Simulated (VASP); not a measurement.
# MgO2 (R-3m) in VASP: notebook, part 2 of 2

VASP 6.6.1. Earlier steps stand in the parts before.

**3. Single point, PBEsol**

Contents of INCAR:

```
SYSTEM = MgO2
PREC = Accurate
ENCUT = 520
EDIFF = 1E-6
ISMEAR = 1
SIGMA = 0.5
LREAL = .FALSE.
LASPH = .TRUE.
NELM = 60
ALGO = Normal
ISIF = 2
LWAVE = .FALSE.
LCHARG = .FALSE.
GGA = PS
NBANDS = 14
```

Contents of KPOINTS:

```
regular mesh
0
G
  6 6 6
  0 0 0
```

Contents of POSCAR:

```
MgO2
1.0
    1.5784791300      0.9113353506      3.4618981106
   -1.5784791300      0.9113353506      3.4618981106
    0.0000000000     -1.8226707012      3.4618981106
Mg O
1 2
Direct
    0.0000000000      0.0000000000      0.0000000000
    0.4291159763      0.4291159763      0.4291159763
    0.5708840237      0.5708840237      0.5708840237
```

Potentials or basis: VASP PAW PBE potentials, release 64 (Mg, O).

The run is started by

```
cat potpaw_PBE.64/Mg/POTCAR potpaw_PBE.64/O/POTCAR > POTCAR
mpirun -np 1 vasp_std > vasp.out
```

OUTCAR:

```text
SYSTEM = MgO2
   PREC = Accurate
   ENCUT = 520
   EDIFF = 1E-6
   ISMEAR = 1
   LREAL = .FALSE.
   LASPH = .TRUE.
   NELM = 60
   ISIF = 2
   GGA = PS

 ion  position               nearest neighbor table
   1  0.000  0.000  0.000-   3 2.08   2 2.08   3 2.08   3 2.08   2 2.08   2 2.08
   2  0.429  0.429  0.429-   3 1.47   1 2.08   1 2.08   1 2.08
   3  0.571  0.571  0.571-   2 1.47   1 2.08   1 2.08   1 2.08

  LATTYP: Found a trigonal (rhomboedric) cell.
 ALAT       =     3.9123991378
 COS(alpha) =     0.6744472449

  Lattice vectors:

 A1 = (   1.5784791300,   0.9113353506,   3.4618981106)
 A2 = (  -1.5784791300,   0.9113353506,   3.4618981106)
 A3 = (   0.0000000000,  -1.8226707012,   3.4618981106)

Analysis of symmetry for initial positions (statically):
=====================================================================
 Subroutine PRICEL returns:
 Original cell was already a primitive cell.

 Routine SETGRP: Setting up the symmetry group for a
 trigonal (rhombohedral) supercell.

 Subroutine GETGRP returns: Found 12 space group operations
 (whereof 12 operations were pure point group operations)
 out of a pool of 12 trial point group operations.

The static configuration has the point symmetry D_3d.
[... 182 lines left out ...]
     10      15.2337      0.00000
     11      16.9610      0.00000
     12      17.8443      0.00000
     13      17.8443      0.00000
     14      19.8754      0.00000
[... 377 lines left out ...]
      1     -18.0126      2.00000
      2     -12.3506      2.00000
      3      -3.4657      2.00000
      4      -2.2256      2.00000
      5      -1.8715      2.00000
      6       0.8044      2.00000
      7       2.4705      2.07047
      8       6.7207     -0.00000
      9      11.7784     -0.00000
     10      13.5768      0.00000
     11      15.3712      0.00000
     12      16.4327      0.00000
     13      18.6850      0.00000
     14      20.9482      0.00000

 [... further k-points ...]

------------------------ aborting loop because EDIFF is reached ----------------------------------------

  FORCE on cell =-STRESS in cart. coord.  units (eV):
  Direction    XX          YY          ZZ          XY          YZ          ZX
  --------------------------------------------------------------------------------------
  -------------------------------------------------------------------------------------
  Total        0.0381532      0.0381532      0.0718990      0.0000000      0.0000000      0.0000000
  in kB        2.0457795      2.0457795      3.8552348      0.0000000      0.0000000      0.0000000
  external PRESSURE =       2.6489312 kB  Pullay stress =       0.0000000 kB

 VOLUME and BASIS-vectors are now :
 -----------------------------------------------------------------------------
  energy-cutoff  :      520.00
  volume of cell :       29.88
      direct lattice vectors                 reciprocal lattice vectors
     1.578479130  0.911335351  3.461898111     0.316760602  0.182881819  0.096286292
    -1.578479130  0.911335351  3.461898111    -0.316760602  0.182881819  0.096286292
     0.000000000 -1.822670701  3.461898111     0.000000000 -0.365763638  0.096286292

 POSITION                                       TOTAL-FORCE (eV/Angst)
 -----------------------------------------------------------------------------------
      0.00000      0.00000      0.00000         0.000000     -0.000000      0.000000
      0.00000      0.00000      4.45667        -0.000000      0.000000     -0.102122
      0.00000      0.00000      5.92903        -0.000000     -0.000000      0.102122
 -----------------------------------------------------------------------------------
    total drift:                               -0.000000     -0.000000      0.000000

  FREE ENERGIE OF THE ION-ELECTRON SYSTEM (eV)
  ---------------------------------------------------
  free  energy   TOTEN  =       -17.2123338810 eV

  energy  without entropy=      -17.2378854991  energy(sigma->0) =      -17.22085109
```

It took 15 s on 1 thread of Intel Xeon Platinum 8488C (Sapphire Rapids), shared host; peak memory 0.17 GiB.

Results:

```yaml
Free_energy: -17.2123 eV
Pressure: 0.3 GPa
Largest_force: 0.102 eV/Å
Band_gap_on_the_k_mesh: 2.41 eV, direct
```

Forces on the atoms (eV/Å):
```
Mg   0.000  0.000  0.000
O    0.000  0.000 -0.102
O    0.000  0.000  0.102
```

Caveat: the PAW data sets were made with another functional, which shifts forces and pressure a little. As with any semilocal functional, this PBEsol gap is likely too small.

**4. Single point, r2SCAN**

POSCAR is that of step 3.

Contents of INCAR.step1:

```
SYSTEM = MgO2
PREC = Accurate
ENCUT = 520
ISMEAR = 0
SIGMA = 0.01
LREAL = .False.
LASPH = .True.
NELM = 80
NBANDS = 14
GGA = PE
ALGO = Normal
EDIFF = 1E-4
LWAVE = .True.
LCHARG = .False.
```

Contents of INCAR.step2:

```
SYSTEM = MgO2
PREC = Accurate
ENCUT = 520
EDIFF = 1E-7
ISMEAR = 0
SIGMA = 0.01
LREAL = .False.
LASPH = .True.
NELM = 80
ALGO = Normal
ISIF = 2
LWAVE = .False.
LCHARG = .False.
METAGGA = R2SCAN
LMIXTAU = .True.
NBANDS = 14
ISTART = 1
```

Contents of KPOINTS:

```
regular mesh
0
Gamma
  6 6 6
  0 0 0
```

The run is started by

```
cat potpaw_PBE.64/Mg/POTCAR potpaw_PBE.64/O/POTCAR > POTCAR
cp INCAR.step1 INCAR
mpirun -np 1 vasp_std > vasp.out
cp INCAR.step2 INCAR
mpirun -np 1 vasp_std > vasp.out
```

Run time: 56 s. Hardware: 1 thread of Intel Xeon Platinum 8488C (Sapphire Rapids), shared host; peak memory 0.17 GiB.

The run converged. Its results:

```yaml
Free_energy: -21.5733 eV
Pressure: -0.3 GPa
Largest_force: 0.291 eV/Å
Band_gap_on_the_k_mesh: 3.13 eV, direct
```

Forces in eV/Å, atoms in the order of the input:
```
Mg   0.000  0.000  0.000
O    0.000  0.000 -0.291
O    0.000  0.000  0.291
```

Stress tensor (GPa, compression positive):
```
-1.11  0.00  0.00
 0.00 -1.11  0.00
 0.00  0.00  1.34
```

Levels at points of the mesh, in eV from the valence-band top:
```
           k point  band 3  band 4  band 5  band 6  band 7  band 8  band 9  band 10  band 11  band 12
(0.00, 0.00, 0.00)   -7.87   -3.58   -3.58   -0.86   -0.86    5.50    5.82    13.44    15.42    16.04
(0.50, 0.00, 0.00)   -6.82   -6.39   -3.95   -1.32   -1.21    5.08    9.61    11.60    13.90    15.58
(0.50, 0.50, 0.00)   -6.15   -5.73   -4.63   -2.22   -0.17    4.39    8.75    12.24    13.91    14.24
(0.50, 0.50, 0.50)   -4.99   -4.13   -4.13    0.00    0.00    3.13    5.78    10.83    15.55    15.55
```

Caveat: the PAW data sets were made with another functional, which shifts forces and pressure a little.

**5. The runs side by side**

| level | smearing | gap on the mesh (eV) | pressure (GPa) | largest force (eV/Å) |
| --- | --- | --- | --- | --- |
| PBEsol | gaussian 0.01 eV | 2.41 | 0.4 | 0.10 |
| PBEsol | methfessel-paxton 0.5 eV | 2.41 | 0.3 | 0.10 |
| r2SCAN | gaussian 0.01 eV | 3.13 | -0.3 | 0.29 |

Alike in all rows: task single point; potentials or basis VASP PAW PBE potentials, release 64 (Mg, O); no spin polarisation; cell as given; k mesh 6 × 6 × 6; cutoff (eV) 520.

On the cell as given the gap runs from 2.41 eV (PBEsol) to 3.13 eV (r2SCAN). The pressure there spans -0.3 GPa (r2SCAN) to 0.4 GPa (PBEsol); a positive pressure means that this level wants a larger cell, a negative one a smaller.

Caveats: the PAW data sets were made with another functional, which shifts forces and pressure a little.

Absolute energies hang on the potentials; compare differences alone.
